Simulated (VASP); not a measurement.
# KBr (P4/mmm) in VASP: a series of runs

The runs below take KBr through single point, relaxation of cell and atoms, with PBE.

Everything below comes from runs of VASP 6.6.1. Logs are shortened: lines on timing, memory, paths and dates and some standing lists are left out, and cuts for length are marked.

## Step 1: The cell of the first run

The structure is tetragonal, space group P4/mmm (No. 123). Conventional cell: a = 3.749 Å, b = 3.749 Å, c = 5.010 Å, α = 90.00°, β = 90.00°, γ = 90.00°. K (site symmetry 4/mmm) has 8 Br at 3.65 Å and 4 K at 3.75 Å within 4.8 Å. Within 4.8 Å of Br (site symmetry 4/mmm) lie 8 K at 3.65 Å and 4 Br at 3.75 Å.

The cell was built from a structure type or drawn by symmetry, and may not be a known phase.

## Step 2: Single point, PBE

Input file INCAR:

```
ALGO     = Normal         # electronic algorithm
EDIFF    = 1E-7           # SCF threshold, eV
ENCUT    = 520            # plane-wave cutoff, eV
GGA      = PE             # functional
ISIF     = 2              # what is computed and relaxed
ISMEAR   = 0              # smearing method
LASPH    = True           # aspherical terms in the spheres
LCHARG   = False          # write CHGCAR
LREAL    = False          # projectors in reciprocal space
LWAVE    = False          # write WAVECAR
NBANDS   = 15             # bands
NELM     = 80             # most SCF steps
PREC     = Accurate       # precision mode
SIGMA    = 0.1            # smearing width, eV
```

Input file KPOINTS:

```
k-points
0
Gamma
  4 4 4
```

Input file POSCAR:

```
KBr
1.0
    3.7485515100      0.0000000000      0.0000000000
    0.0000000000      3.7485515100      0.0000000000
    0.0000000000      0.0000000000      5.0097178100
K Br
1 1
Direct
    0.5000000000      0.5000000000      0.5000000000
    0.0000000000      0.0000000000      0.0000000000
```

Potentials or basis: VASP PAW PBE potentials, release 64 (K_sv, Br).

Run with:

```sh
$ cat potpaw_PBE.64/K_sv/POTCAR potpaw_PBE.64/Br/POTCAR > POTCAR
$ mpirun -np 1 vasp_std > vasp.out
```

OUTCAR:

```text
EDIFF = 1E-7
   ENCUT = 520
   GGA = PE
   ISIF = 2
   ISMEAR = 0
   LASPH = True
   LREAL = False
   NELM = 80
   PREC = Accurate

 ion  position               nearest neighbor table
   1  0.500  0.500  0.500-
   2  0.000  0.000  0.000-

  LATTYP: Found a simple tetragonal cell.
 ALAT       =     3.7485515100
 C/A-ratio  =     1.3364409684

  Lattice vectors:

 A1 = (   3.7485515100,   0.0000000000,   0.0000000000)
 A2 = (   0.0000000000,   3.7485515100,   0.0000000000)
 A3 = (   0.0000000000,   0.0000000000,   5.0097178100)

Analysis of symmetry for initial positions (statically):
=====================================================================
 Subroutine PRICEL returns:
 Original cell was already a primitive cell.

 Routine SETGRP: Setting up the symmetry group for a
 simple tetragonal supercell.

 Subroutine GETGRP returns: Found 16 space group operations
 (whereof 16 operations were pure point group operations)
 out of a pool of 16 trial point group operations.

The static configuration has the point symmetry D_4h.

Analysis of symmetry for dynamics (positions and initial velocities):
=====================================================================
 Subroutine PRICEL returns:
 Original cell was already a primitive cell.

 Routine SETGRP: Setting up the symmetry group for a
 simple tetragonal supercell.

 Subroutine GETGRP returns: Found 16 space group operations
 (whereof 16 operations were pure point group operations)
 out of a pool of 16 trial point group operations.

The dynamic configuration has the point symmetry D_4h.

 Subroutine INISYM returns: Found 16 space group operations
 (whereof 16 operations are pure point group operations),
 and found     1 'primitive' translations

----------------------------------------------------------------------------------------

                                     Primitive cell

  volume of cell :      70.3947

  direct lattice vectors                    reciprocal lattice vectors
     3.748551510  0.000000000  0.000000000     0.266769710  0.000000000  0.000000000
     0.000000000  3.748551510  0.000000000     0.000000000  0.266769710  0.000000000
     0.000000000  0.000000000  5.009717810     0.000000000  0.000000000  0.199612042

  length of vectors
     3.748551510  3.748551510  5.009717810     0.266769710  0.266769710  0.199612042

  position of ions in fractional coordinates (direct lattice)
     0.500000000  0.500000000  0.500000000
     0.000000000  0.000000000  0.000000000

[... 79 lines left out ...]
   PSTRESS=    0.0 pullay stress
   NELECT =      16.0000    total number of electrons
   NUPDOWN=      -1.0000    fix difference up-down
   EMIN   =  10.00;   EMAX   =-10.00  energy-range for DOS
   EFERMI =   0.00;   METHOD = LEGACY
   ISMEAR =     0;   SIGMA  =   0.10  broadening in eV -4-tet -1-fermi 0-gaus
   EFERMI_NEDOS =   21; number of points for ismear=-14 and -15
   IALGO  =     38    algorithm
   IMIX   =      4    mixing-type and parameters
     AMIX     =   0.40;   BMIX     =  1.00
     AMIX_MAG =   1.60;   BMIX_MAG =  1.00
  volume/ion in A,a.u.               =      35.20       237.52
  Fermi-wavevector in a.u.,A,eV,Ry     =   0.999083  1.887992 13.580875  0.998166
  Thomas-Fermi vector in A             =   2.131349
   LORBIT       =      0    0 simple, 1 ext, 2 COOP (PROOUT), +10 PAW based schemes
   GGA     = PE    functional components
   LHFCALC =     F    Hartree Fock is set to
   AEXX    =    0.0000 exact exchange contribution
   IVDW    =     0    specifies the selected vdW correction
   LEPSILON=     F    determine dielectric tensor
   LRPA    =     F    only Hartree local field effects (RPA)
 non-spin polarized calculation
 Gauss-broadening in eV      SIGMA  =   0.10
  energy-cutoff  :      520.00
  volume of cell :       70.39
 maximum number of plane-waves:      1916
 NGX is ok and might be reduce to    28
   NGX = 13   NGY = 13   NGZ = 19

 number of electron      15.9999996 magnetization

 Free energy of the ion-electron system (eV)
  ---------------------------------------------------
  ext. energy  EPLUGINS =         0.00000000
  ---------------------------------------------------
  free energy    TOTEN  =        -5.64109028 eV

  energy without entropy =       -5.64109028  energy(sigma->0) =       -5.64109028

 E-fermi :   0.4024     XC(G=0):  -7.5778

 val. band max:       -0.1434238327   @ k =   0.5000   0.0000   0.5000
 cond. band min:       2.0015291197   @ k =   0.0000   0.0000   0.0000
 fundamental gap:      2.1449529524
 Fermi energy:         0.4024353112

 k-point     1 :       0.0000    0.0000    0.0000
  band No.  band energies     occupation
      1     -30.2187      2.00000
      2     -13.6106      2.00000
      3     -13.6106      2.00000
      4     -13.5867      2.00000
      5     -13.4516      2.00000
      6      -1.8594      2.00000
      7      -0.3939      2.00000
      8      -0.3939      2.00000
      9       2.0015      0.00000
     10       5.0436      0.00000
     11       5.1575      0.00000
     12       8.1385      0.00000
     13       8.1385      0.00000
     14       9.1386      0.00000
[... 293 lines left out ...]
      2     -13.8506      2.00000
      3     -13.8506      2.00000
      4     -13.5281      2.00000
      5     -12.9857      2.00000
      6      -2.1035      2.00000
      7      -2.1035      2.00000
      8      -1.7858      2.00000
      9       6.0045      0.00000
     10       6.3068      0.00000
     11       6.4293      0.00000
     12       6.4293      0.00000
     13       7.6920      0.00000
     14       7.6920      0.00000
     15       8.3223      0.00000

------------------------ aborting loop because EDIFF is reached ----------------------------------------

  FORCE on cell =-STRESS in cart. coord.  units (eV):
  Direction    XX          YY          ZZ          XY          YZ          ZX
  --------------------------------------------------------------------------------------
  -------------------------------------------------------------------------------------
  Total        1.2677258      1.2677258     -3.2999104      0.0000000      0.0000000     -0.0000000
  in kB       28.8533116     28.8533116    -75.1056305      0.0000000      0.0000000     -0.0000000
  external PRESSURE =      -5.7996691 kB  Pullay stress =       0.0000000 kB

 VOLUME and BASIS-vectors are now :
 -----------------------------------------------------------------------------
  energy-cutoff  :      520.00
  volume of cell :       70.39
      direct lattice vectors                 reciprocal lattice vectors
     3.748551510  0.000000000  0.000000000     0.266769710  0.000000000  0.000000000
     0.000000000  3.748551510  0.000000000     0.000000000  0.266769710  0.000000000
     0.000000000  0.000000000  5.009717810     0.000000000  0.000000000  0.199612042

 POSITION                                       TOTAL-FORCE (eV/Angst)
 -----------------------------------------------------------------------------------
      1.87428      1.87428      2.50486         0.000000      0.000000      0.000000
      0.00000      0.00000      0.00000         0.000000      0.000000      0.000000
 -----------------------------------------------------------------------------------
    total drift:                                0.000000      0.000000      0.000000

  FREE ENERGIE OF THE ION-ELECTRON SYSTEM (eV)
  ---------------------------------------------------
  free  energy   TOTEN  =        -5.6410902758 eV

  energy  without entropy=       -5.6410902758  energy(sigma->0) =       -5.64109028
```

It took 9.3 s on 1 thread of Intel Xeon 6975P-C (Granite Rapids), shared host; peak memory 0.18 GiB.

Results:

| Property | Result |
| --- | --- |
| Free energy | -5.6411 eV |
| Pressure | -0.6 GPa |
| Band gap on the k mesh | 2.14 eV (least direct gap 2.40 eV) |

A k mesh can miss the band edges.

## Step 3: Relaxation of cell and atoms, PBE

Input file INCAR:

```
SYSTEM = KBr
PREC = Accurate ; ENCUT = 600
EDIFF = 1E-7 ; ISMEAR = 0
SIGMA = 0.02 ; LREAL = .FALSE.
LASPH = .TRUE. ; NELM = 100
ALGO = Normal ; ISIF = 3
LWAVE = .FALSE. ; LCHARG = .FALSE.
GGA = PE ; IBRION = 2
NSW = 100 ; EDIFFG = -0.01
```

Input file KPOINTS:

```
regular mesh
0
G
  8 8 6
  0 0 0
```

POSCAR is that of step 2.

Potentials or basis: VASP PAW PBE potentials, release 64 (K_sv, Br).

Run with:

```sh
$ cat potpaw_PBE.64/K_sv/POTCAR potpaw_PBE.64/Br/POTCAR > POTCAR
$ mpirun -np 1 vasp_std > vasp.out
```

Run time: 2.9 min. Hardware: 1 thread of Intel Xeon 6975P-C (Granite Rapids), shared host; peak memory 0.23 GiB.

It converged, with:

* Free energy: -6.0784 eV
* Relaxed volume: 33.03 Å³/atom
* Relaxed cell: a = 4.042 Å, b = 4.042 Å, c = 4.042 Å, α = 90.00°, β = 90.00°, γ = 90.00°
* Space group after relaxing (to 0.1 Å): Pm-3m (No. 221)
* Energy gained by relaxing: 214.7 meV/atom
* Ionic steps: 11
* Pressure after relaxing: 0.0 GPa
* Band gap on the k mesh: 3.87 eV (least direct gap 4.13 eV)

Step by step:
| step | energy change (eV) | largest force (eV/Å) | pressure (GPa) | volume (Å³) |
| --- | --- | --- | --- | --- |
| 1 | 0.0000 | 0.0000 | -0.63 | 70.39 |
| 2 | -0.2711 | 0.0000 | -0.48 | 68.71 |
| 3 | -0.4062 | 0.0000 | -0.12 | 66.66 |
| 4 | -0.2497 | 0.0000 | 1.76 | 61.02 |
| 5 | -0.4284 | 0.0000 | 0.14 | 65.47 |
| 6 | -0.4289 | 0.0000 | 0.20 | 65.22 |
| 7 | -0.4286 | 0.0000 | 0.24 | 65.08 |
| 8 | -0.4292 | 0.0000 | 0.10 | 65.64 |
| 9 | -0.4293 | 0.0000 | 0.01 | 65.98 |
| 10 | -0.4294 | 0.0000 | 0.01 | 66.02 |
| 11 | -0.4295 | 0.0000 | 0.00 | 66.06 |

Final structure:
```
K Br
1.0
     4.04235    0.00000    0.00000
     0.00000    4.04235    0.00000
     0.00000    0.00000    4.04239
K Br
1 1
Direct
  0.50000 0.50000 0.50000
  0.00000 0.00000 0.00000
```

Levels at points of the mesh, in eV from the valence-band top:
```tsv
k point	band 5	band 6	band 7	band 8	band 9	band 10	band 11	band 12
(0.00, 0.00, 0.00)	-12.09	-0.26	-0.26	-0.26	3.87	5.85	5.85	9.66
(0.50, 0.00, 0.00)	-11.89	-1.94	-0.23	-0.23	6.49	7.18	7.66	8.91
(0.50, 0.50, 0.00)	-12.06	-1.38	-1.38	0.00	5.22	6.50	8.05	8.05
(0.00, 0.00, 0.50)	-11.89	-1.94	-0.23	-0.23	6.48	7.18	7.66	8.91
(0.50, 0.00, 0.50)	-12.06	-1.38	-1.38	0.00	5.23	6.50	8.05	8.05
(0.50, 0.50, 0.50)	-12.20	-1.42	-1.42	-1.42	7.41	7.41	7.41	9.39
```

Caveat: a cell axis changed by over 15 % at a fixed basis, so the end point is rough.
